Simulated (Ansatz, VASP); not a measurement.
## ZnSe: VASP beside Ansatz

```
CELL_PARAMETERS angstrom
0.00000 2.63527 2.63527
2.63527 0.00000 2.63527
2.63527 2.63527 0.00000
ATOMIC_POSITIONS crystal
Zn 0.00000 0.00000 0.00000
Se 0.50000 0.50000 0.50000
```

Alike in both runs: functional PBEsol; k mesh 15 × 15 × 15; occupations fermi-dirac, width 0.05 eV; no spin polarisation.

Ansatz relaxed the structure, and its values are those at the end. VASP's run is a single point on that final structure, the one shown.

|  | VASP | Ansatz |
| --- | --- | --- |
| version | VASP 6.6.1 | Ansatz 0.2.0 |
| potentials or method | VASP PAW PBE potentials, release 64 (Zn, Se) | PAW with Ansatz's default frozen-core files, scalar-relativistic |
| plane-wave cutoff (eV) | 520 | 420 |
| valence electrons in the cell | 18 | 28 |

VASP gave:

| Property | Result |
| --- | --- |
| pressure (GPa) | 0.3 |

Task: Estimate Ansatz's values.

Result: Pressure (GPa): 0.0.

VASP's potentials were made for PBE, not for PBEsol. VASP's potentials hold 18 valence electrons a cell and Ansatz's 28, so a difference there can come from the potentials and not from the codes.
